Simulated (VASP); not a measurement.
# Hf (I4/mmm) in VASP: a series of runs

Hf is run at these levels: PBEsol; tasks: single point.

Everything below comes from runs of VASP 6.6.1. Logs are shortened: lines on timing, memory, paths and dates and some standing lists are left out, and cuts for length are marked.

**1. The cell of the first run**

It takes space group I4/mmm (No. 139, tetragonal). Conventional cell: a = 3.610 Å, b = 3.610 Å, c = 3.448 Å, α = 90.00°, β = 90.00°, γ = 90.00°. Within 4.1 Å of Hf (site symmetry 4/mmm) lie 14 Hf at 3.08 to 3.61 Å.

**2. Single point, PBEsol (strain -0.0450 x Voigt [1, 0, 0, 0, 0, 0])**

Input file INCAR:

```
SYSTEM = Hf
PREC     = Accurate       ! precision mode
ENCUT    = 520            ! plane-wave cutoff, eV
EDIFF    = 1E-6           ! SCF threshold, eV
ISMEAR   = 0              ! smearing method
SIGMA    = 0.15           ! smearing width, eV
LREAL    = .False.        ! projectors in reciprocal space
LASPH    = .True.         ! aspherical terms in the spheres
NELM     = 60             ! most SCF steps
ALGO     = Fast           ! electronic algorithm
ISIF     = 2              ! what is computed and relaxed
LWAVE    = .False.        ! write WAVECAR
LCHARG   = .True.         ! write CHGCAR
GGA      = PS             ! functional
LELF     = .True.         ! ELF
LVHAR    = .True.       
NBANDS   = 11             ! bands
```

Input file KPOINTS:

```
Automatic mesh
0
Gamma
  18 18 18
  0 0 0
```

Input file POSCAR:

```
Hf
1.0
   -1.7237750000      1.8050000000      1.8050000000
    1.7237750000     -1.8050000000      1.8050000000
    1.7237750000      1.8050000000     -1.8050000000
Hf
1
Direct
    0.0000000000      0.0000000000      0.0000000000
```

Potentials or basis: VASP PAW PBE potentials, release 64 (Hf_pv).

Run with:

```console
$ cat potpaw_PBE.64/Hf_pv/POTCAR > POTCAR
$ mpirun -np 1 vasp_std > vasp.out
```

OUTCAR:

```text
SYSTEM = Hf
   PREC = Accurate
   ENCUT = 520
   EDIFF = 1E-6
   ISMEAR = 0
   LREAL = .False.
   LASPH = .True.
   NELM = 60
   ISIF = 2
   GGA = PS

 ion  position               nearest neighbor table
   1  0.000  0.000  0.000-

  LATTYP: Found a body centered tetragonal cell.
 ALAT       =     3.6100000000
 C/A-ratio  =     0.9550000000

  Lattice vectors:

 A1 = (  -1.7237750000,   1.8050000000,  -1.8050000000)
 A2 = (  -1.7237750000,  -1.8050000000,   1.8050000000)
 A3 = (   1.7237750000,   1.8050000000,   1.8050000000)

Analysis of symmetry for initial positions (statically):
=====================================================================
 Subroutine PRICEL returns:
 Original cell was already a primitive cell.

 Routine SETGRP: Setting up the symmetry group for a
 body centered tetragonal supercell.

 Subroutine GETGRP returns: Found 16 space group operations
 (whereof 16 operations were pure point group operations)
 out of a pool of 16 trial point group operations.

The static configuration has the point symmetry D_4h.

Analysis of symmetry for dynamics (positions and initial velocities):
=====================================================================
 Subroutine PRICEL returns:
 Original cell was already a primitive cell.

 Routine SETGRP: Setting up the symmetry group for a
 body centered tetragonal supercell.

 Subroutine GETGRP returns: Found 16 space group operations
 (whereof 16 operations were pure point group operations)
 out of a pool of 16 trial point group operations.

The dynamic configuration has the point symmetry D_4h.

 Subroutine INISYM returns: Found 16 space group operations
 (whereof 16 operations are pure point group operations),
 and found     1 'primitive' translations

----------------------------------------------------------------------------------------

                                     Primitive cell

  volume of cell :      22.4644

  direct lattice vectors                    reciprocal lattice vectors
    -1.723775000  1.805000000  1.805000000     0.000000000  0.277008310  0.277008310
     1.723775000 -1.805000000  1.805000000     0.290061058  0.000000000  0.277008310
     1.723775000  1.805000000 -1.805000000     0.290061058  0.277008310  0.000000000

  length of vectors
     3.080170491  3.080170491  3.080170491     0.391748909  0.401084806  0.401084806

  position of ions in fractional coordinates (direct lattice)
     0.000000000  0.000000000  0.000000000

  ion indices of the primitive-cell ions
   primitive index   ion index
                 1           1
[... 80 lines left out ...]
   POTIM  = 0.5000    time-step for ionic-motion
   TEBEG  =    0.0;   TEEND  =   0.0 temperature during run
   PSTRESS=    0.0 pullay stress
   NELECT =      10.0000    total number of electrons
   NUPDOWN=      -1.0000    fix difference up-down
   EMIN   =  10.00;   EMAX   =-10.00  energy-range for DOS
   EFERMI =   0.00;   METHOD = LEGACY
   ISMEAR =     0;   SIGMA  =   0.15  broadening in eV -4-tet -1-fermi 0-gaus
   EFERMI_NEDOS =   21; number of points for ismear=-14 and -15
   IALGO  =     68    algorithm
   IMIX   =      4    mixing-type and parameters
     AMIX     =   0.40;   BMIX     =  1.00
     AMIX_MAG =   1.60;   BMIX_MAG =  1.00
  volume/ion in A,a.u.               =      22.46       151.60
  Fermi-wavevector in a.u.,A,eV,Ry     =   1.249999  2.362157 21.259086  1.562499
  Thomas-Fermi vector in A             =   2.384014
   LORBIT       =      0    0 simple, 1 ext, 2 COOP (PROOUT), +10 PAW based schemes
   GGA     = PS    functional components
   LHFCALC =     F    Hartree Fock is set to
   AEXX    =    0.0000 exact exchange contribution
   IVDW    =     0    specifies the selected vdW correction
   LEPSILON=     F    determine dielectric tensor
   LRPA    =     F    only Hartree local field effects (RPA)
 non-spin polarized calculation
 RMM-DIIS sequential band-by-band and
 Gauss-broadening in eV      SIGMA  =   0.15
  energy-cutoff  :      520.00
  volume of cell :       22.46
 maximum number of plane-waves:       620
   NGX = 11   NGY = 11   NGZ = 11

 number of electron      10.0000000 magnetization

 Free energy of the ion-electron system (eV)
  ---------------------------------------------------
  ext. energy  EPLUGINS =         0.00000000
  ---------------------------------------------------
  free energy    TOTEN  =       -10.32678973 eV

  energy without entropy =      -10.30427877  energy(sigma->0) =      -10.31553425

 E-fermi :   4.3935     XC(G=0): -11.3720

 val. band max:        4.3927371651   @ k =   0.1667   0.3333   0.1667
 cond. band min:       4.3956703699   @ k =   0.3333   0.1667   0.0556
 fundamental gap:      0.0029332048
 Fermi energy:         4.3935178810

 k-point     1 :       0.0000    0.0000    0.0000
  band No.  band energies     occupation
      1     -25.4145      2.00000
      2     -25.4145      2.00000
      3     -25.4109      2.00000
      4      -2.6411      2.00000
      5       5.5650      0.00000
      6       6.0848      0.00000
      7       6.0848      0.00000
      8       8.2967      0.00000
      9       9.0188      0.00000
     10      17.4604      0.00000
     11      17.4604      0.00000
[... 309 lines left out ...]
 k-point    24 :       0.2222    0.1111    0.0000
  band No.  band energies     occupation
      1     -25.9221      2.00000
      2     -25.5694      2.00000
      3     -25.4400      2.00000
      4      -0.0641      2.00000
      5       4.4627      0.51428
      6       4.8242      0.00005
      7       7.7075      0.00000
      8       9.0072      0.00000
      9       9.1783      0.00000
     10      17.0235      0.00000
     11      18.3084      0.00000

 [... further k-points ...]

------------------------ aborting loop because EDIFF is reached ----------------------------------------

  FORCE on cell =-STRESS in cart. coord.  units (eV):
  Direction    XX          YY          ZZ          XY          YZ          ZX
  --------------------------------------------------------------------------------------
  -------------------------------------------------------------------------------------
  Total       -0.9808054     -0.6357011     -0.6357011      0.0000000      0.0000000     -0.0000000
  in kB      -69.9517304    -45.3386469    -45.3386469      0.0000000      0.0000000     -0.0000000
  external PRESSURE =     -53.5430081 kB  Pullay stress =       0.0000000 kB

 VOLUME and BASIS-vectors are now :
 -----------------------------------------------------------------------------
  energy-cutoff  :      520.00
  volume of cell :       22.46
      direct lattice vectors                 reciprocal lattice vectors
    -1.723775000  1.805000000  1.805000000     0.000000000  0.277008310  0.277008310
     1.723775000 -1.805000000  1.805000000     0.290061058  0.000000000  0.277008310
     1.723775000  1.805000000 -1.805000000     0.290061058  0.277008310  0.000000000

 POSITION                                       TOTAL-FORCE (eV/Angst)
 -----------------------------------------------------------------------------------
      0.00000      0.00000      0.00000         0.000000      0.000000     -0.000000
 -----------------------------------------------------------------------------------
    total drift:                               -0.000000      0.000000      0.000000

  FREE ENERGIE OF THE ION-ELECTRON SYSTEM (eV)
  ---------------------------------------------------
  free  energy   TOTEN  =       -10.3267897260 eV

  energy  without entropy=      -10.3042787665  energy(sigma->0) =      -10.31553425
```

OSZICAR:

```text
N       E                     dE             d eps       ncg     rms          rms(c)
DAV:   1     0.121300541686E+02    0.12130E+02   -0.56797E+03 10592   0.837E+02
DAV:   2    -0.102644512346E+02   -0.22395E+02   -0.21698E+02 13237   0.155E+02
DAV:   3    -0.107070654410E+02   -0.44261E+00   -0.43650E+00 13318   0.149E+01
DAV:   4    -0.107088254766E+02   -0.17600E-02   -0.17595E-02 11923   0.111E+00
DAV:   5    -0.107088357940E+02   -0.10317E-04   -0.10317E-04 13253   0.749E-02    0.451E+01
RMM:   6    -0.104211561515E+02    0.28768E+00   -0.18727E-01 10772   0.283E+00    0.256E+01
RMM:   7    -0.103300655203E+02    0.91091E-01   -0.33442E-01 11670   0.390E+00    0.116E+00
RMM:   8    -0.103265603634E+02    0.35052E-02   -0.21607E-02 11686   0.121E+00    0.336E-01
RMM:   9    -0.103267624406E+02   -0.20208E-03   -0.27334E-03 13606   0.427E-01    0.107E-01
RMM:  10    -0.103267806720E+02   -0.18231E-04   -0.38260E-04 13121   0.154E-01    0.138E-01
RMM:  11    -0.103267886145E+02   -0.79425E-05   -0.13215E-04 14487   0.840E-02    0.180E-02
RMM:  12    -0.103267898148E+02   -0.12004E-05   -0.13260E-05 14040   0.296E-02    0.176E-02
RMM:  13    -0.103267897260E+02    0.88818E-07   -0.27233E-06 11296   0.137E-02
   1 F= -.10326790E+02 E0= -.10315534E+02  d E =-.225110E-01
```

stdout:

```text
POSCAR found type information on POSCAR Hf
 POSCAR found :  1 types and       1 ions
 scaLAPACK will be used
 -----------------------------------------------------------------------------
|                                                                             |
|                                                                             |
|     You enforced a specific xc type in the INCAR file but a different       |
|     I HOPE YOU KNOW WHAT YOU ARE DOING!                                     |
|                                                                             |
 -----------------------------------------------------------------------------

 LDA part: xc-table for (Slater+PW92), standard interpolation
 POSCAR, INCAR and KPOINTS ok, starting setup
 FFT: planning ... GRIDC
 FFT: planning ... GRID_SOFT
 FFT: planning ... GRID
 WAVECAR not read
 entering main loop
```

Run time: 63 s. Hardware: 1 thread of AMD EPYC 9R45 (Zen 5), shared host; peak memory 0.2 GiB.

Results:

- Free energy: -10.3268 eV
- Pressure: -5.4 GPa
- Band gap on the k mesh: zero (bands 5 and 6 overlap by 2.06 eV)

Stress tensor (GPa, compression positive):
```
-7.00  0.00  0.00
 0.00 -4.53  0.00
 0.00  0.00 -4.53
```

Levels at points of the mesh, in eV from the Fermi level:
| k point | band 3 | band 4 | band 5 | band 6 | band 7 | band 8 |
| --- | --- | --- | --- | --- | --- | --- |
| (0.00, 0.00, 0.00) | -29.80 | -7.03 | 1.17 | 1.69 | 1.69 | 3.90 |
| (0.50, 0.00, 0.00) | -29.79 | -3.42 | -0.14 | 0.89 | 3.65 | 4.88 |
| (0.00, 0.50, 0.00) | -29.82 | -3.35 | -0.67 | 1.17 | 4.20 | 5.36 |
| (0.50, 0.50, 0.50) | -30.32 | -2.61 | -2.50 | 6.69 | 6.69 | 6.84 |

Caveat: the cell differs from its parent crystal (strain -0.0450 x Voigt [1, 0, 0, 0, 0, 0]); the cell stands under tension; the PAW data sets were made with another functional, which shifts forces and pressure a little; spin-orbit coupling is left out, which moves the levels of the heavy elements.

**3. Single point, PBEsol (strain -0.0300 x Voigt [1, 0, 0, 0, 0, 0])**

Input file INCAR:

```
SYSTEM = Hf
  PREC = Accurate
  ENCUT = 520
  EDIFF = 1E-7
  ISMEAR = 0
  SIGMA = 0.15
  LREAL = .FALSE.
  LASPH = .TRUE.
  NELM = 100
  ALGO = Fast
  ISIF = 2
  LWAVE = .FALSE.
  LCHARG = .TRUE.
  GGA = PS
  LELF = .TRUE.
  LVHAR = .TRUE.
  NBANDS = 11
```

Input file KPOINTS:

```
regular mesh
0
G
  18 18 18
  0 0 0
```

Input file POSCAR:

```
Hf
1.0
   -1.7508500000      1.8050000000      1.8050000000
    1.7508500000     -1.8050000000      1.8050000000
    1.7508500000      1.8050000000     -1.8050000000
Hf
1
Direct
    0.0000000000      0.0000000000      0.0000000000
```

Potentials or basis: VASP PAW PBE potentials, release 64 (Hf_pv).

Run with:

```console
$ cat potpaw_PBE.64/Hf_pv/POTCAR > POTCAR
$ mpirun -np 1 vasp_std > vasp.out
```

OUTCAR:

```text
SYSTEM = Hf
   PREC = Accurate
   ENCUT = 520
   EDIFF = 1E-7
   ISMEAR = 0
   LREAL = .FALSE.
   LASPH = .TRUE.
   NELM = 100
   ISIF = 2
   GGA = PS

 ion  position               nearest neighbor table
   1  0.000  0.000  0.000-

  LATTYP: Found a body centered tetragonal cell.
 ALAT       =     3.6100000000
 C/A-ratio  =     0.9700000000

  Lattice vectors:

 A1 = (  -1.7508500000,   1.8050000000,  -1.8050000000)
 A2 = (  -1.7508500000,  -1.8050000000,   1.8050000000)
 A3 = (   1.7508500000,   1.8050000000,   1.8050000000)

[... 515 lines left out ...]

 [... further k-points ...]

------------------------ aborting loop because EDIFF is reached ----------------------------------------

  FORCE on cell =-STRESS in cart. coord.  units (eV):
  Direction    XX          YY          ZZ          XY          YZ          ZX
  --------------------------------------------------------------------------------------
  -------------------------------------------------------------------------------------
  Total       -1.1198164     -0.9052992     -0.9052992      0.0000000      0.0000000     -0.0000000
  in kB      -78.6310446    -63.5681192    -63.5681192      0.0000000      0.0000000     -0.0000000
  external PRESSURE =     -68.5890943 kB  Pullay stress =       0.0000000 kB

 VOLUME and BASIS-vectors are now :
 -----------------------------------------------------------------------------
  energy-cutoff  :      520.00
  volume of cell :       22.82
      direct lattice vectors                 reciprocal lattice vectors
    -1.750850000  1.805000000  1.805000000     0.000000000  0.277008310  0.277008310
     1.750850000 -1.805000000  1.805000000     0.285575578  0.000000000  0.277008310
     1.750850000  1.805000000 -1.805000000     0.285575578  0.277008310  0.000000000

 POSITION                                       TOTAL-FORCE (eV/Angst)
 -----------------------------------------------------------------------------------
      0.00000      0.00000      0.00000        -0.000000      0.000000     -0.000000
 -----------------------------------------------------------------------------------
    total drift:                                0.000000      0.000000      0.000000

  FREE ENERGIE OF THE ION-ELECTRON SYSTEM (eV)
  ---------------------------------------------------
  free  energy   TOTEN  =       -10.3103365455 eV

  energy  without entropy=      -10.2874779255  energy(sigma->0) =      -10.29890724
```

OSZICAR:

```text
N       E                     dE             d eps       ncg     rms          rms(c)
DAV:   1     0.118722399064E+02    0.11872E+02   -0.56716E+03 10592   0.838E+02
DAV:   2    -0.102530116936E+02   -0.22125E+02   -0.21455E+02 13204   0.153E+02
DAV:   3    -0.107017182972E+02   -0.44871E+00   -0.44380E+00 13252   0.148E+01
DAV:   4    -0.107035279271E+02   -0.18096E-02   -0.18093E-02 12002   0.114E+00
DAV:   5    -0.107035387120E+02   -0.10785E-04   -0.10785E-04 13321   0.776E-02    0.448E+01
RMM:   6    -0.104066258610E+02    0.29691E+00   -0.19439E-01 10769   0.287E+00    0.253E+01
RMM:   7    -0.103136018219E+02    0.93024E-01   -0.34361E-01 11678   0.394E+00    0.115E+00
RMM:   8    -0.103100980824E+02    0.35037E-02   -0.22333E-02 11712   0.123E+00    0.343E-01
RMM:   9    -0.103103072921E+02   -0.20921E-03   -0.29911E-03 13653   0.442E-01    0.112E-01
RMM:  10    -0.103103259314E+02   -0.18639E-04   -0.41678E-04 13370   0.160E-01    0.104E-01
RMM:  11    -0.103103352153E+02   -0.92839E-05   -0.12349E-04 14926   0.825E-02    0.145E-02
RMM:  12    -0.103103369647E+02   -0.17494E-05   -0.13114E-05 12829   0.275E-02    0.102E-02
RMM:  13    -0.103103363292E+02    0.63542E-06   -0.39829E-06 13465   0.152E-02    0.511E-03
RMM:  14    -0.103103366211E+02   -0.29187E-06   -0.78260E-07 13453   0.611E-03    0.564E-04
RMM:  15    -0.103103365455E+02    0.75650E-07   -0.16827E-07  9952   0.304E-03
   1 F= -.10310337E+02 E0= -.10298907E+02  d E =-.228586E-01
```

stdout:

```text
POSCAR found type information on POSCAR Hf
 POSCAR found :  1 types and       1 ions
 scaLAPACK will be used
 -----------------------------------------------------------------------------
|                                                                             |
|                                                                             |
|     You enforced a specific xc type in the INCAR file but a different       |
|     I HOPE YOU KNOW WHAT YOU ARE DOING!                                     |
|                                                                             |
 -----------------------------------------------------------------------------

 LDA part: xc-table for (Slater+PW92), standard interpolation
 POSCAR, INCAR and KPOINTS ok, starting setup
 FFT: planning ... GRIDC
 FFT: planning ... GRID_SOFT
 FFT: planning ... GRID
 WAVECAR not read
 entering main loop
```

It took 75 s on 1 thread of AMD EPYC 9R45 (Zen 5), shared host; peak memory 0.2 GiB.

What came out:

```yaml
Free_energy: -10.3103 eV
Pressure: -6.9 GPa
Band_gap_on_the_k_mesh: zero (bands 5 and 6 overlap by 2.04 eV)
```

Levels at points of the mesh, in eV from the Fermi level:
| k point | band 2 | band 3 | band 4 | band 5 | band 6 | band 7 | band 8 | band 9 |
| --- | --- | --- | --- | --- | --- | --- | --- | --- |
| (0.00, 0.00, 0.00) | -29.86 | -29.86 | -6.98 | 1.28 | 1.61 | 1.61 | 3.99 | 4.45 |
| (0.50, 0.00, 0.00) | -30.10 | -29.85 | -3.36 | -0.24 | 0.90 | 3.75 | 4.88 | 7.38 |
| (0.00, 0.50, 0.00) | -30.12 | -29.87 | -3.31 | -0.59 | 1.08 | 4.13 | 5.16 | 7.45 |
| (0.50, 0.50, 0.50) | -30.42 | -30.37 | -2.53 | -2.45 | 6.60 | 6.60 | 6.70 | 6.84 |

Caveat: the cell differs from its parent crystal (strain -0.0300 x Voigt [1, 0, 0, 0, 0, 0]); the cell stands under tension; the PAW data sets were made with another functional, which shifts forces and pressure a little; spin-orbit coupling is left out, which moves the levels of the heavy elements.

**4. Single point, PBEsol (strain -0.0150 x Voigt [1, 0, 0, 0, 0, 0])**

Input file INCAR:

```
PREC = Accurate ; ENCUT = 520
EDIFF = 1E-6 ; ISMEAR = 0
SIGMA = 0.15 ; LREAL = False
LASPH = True ; NELM = 60
ALGO = Normal ; ISIF = 2
LWAVE = False ; LCHARG = True
GGA = PS ; LELF = True
LVHAR = True ; NBANDS = 11
```

Input file KPOINTS:

```
Automatic mesh
0
Gamma
  18 18 18
```

Input file POSCAR:

```
Hf
1.0
   -1.7779250000      1.8050000000      1.8050000000
    1.7779250000     -1.8050000000      1.8050000000
    1.7779250000      1.8050000000     -1.8050000000
Hf
1
Direct
    0.0000000000      0.0000000000      0.0000000000
```

Run with:

```console
$ cat potpaw_PBE.64/Hf_pv/POTCAR > POTCAR
$ mpirun -np 1 vasp_std > vasp.out
```

Wall time 50 s (1 thread of AMD EPYC 9R45 (Zen 5), shared host); peak memory 0.21 GiB.

It converged, with:

| Property | Result |
| --- | --- |
| Free energy | -10.2922 eV |
| Pressure | -8.1 GPa |
| Band gap on the k mesh | zero (bands 5 and 6 overlap by 2.16 eV) |

Stress tensor (GPa, compression positive):
```
-8.61  0.00  0.00
 0.00 -7.92  0.00
 0.00  0.00 -7.92
```

Levels at points of the mesh, in eV from the Fermi level:
```csv
k point,band 1,band 2,band 3,band 4,band 5,band 6,band 7,band 8,band 9,band 10
"(0.00, 0.00, 0.00)",-29.92,-29.92,-29.92,-6.93,1.37,1.53,1.53,4.06,4.28,13.08
"(0.50, 0.00, 0.00)",-30.65,-30.15,-29.92,-3.29,-0.34,0.91,3.83,4.87,7.28,9.64
"(0.00, 0.50, 0.00)",-30.65,-30.16,-29.93,-3.27,-0.51,0.99,4.03,5.00,7.31,9.70
"(0.50, 0.50, 0.50)",-30.44,-30.44,-30.42,-2.44,-2.40,6.50,6.50,6.55,6.84,6.84
```

Caveat: the cell differs from its parent crystal (strain -0.0150 x Voigt [1, 0, 0, 0, 0, 0]); the cell stands under tension; the PAW data sets were made with another functional, which shifts forces and pressure a little; spin-orbit coupling is left out, which moves the levels of the heavy elements.

(Continued in part 2 of 2.)
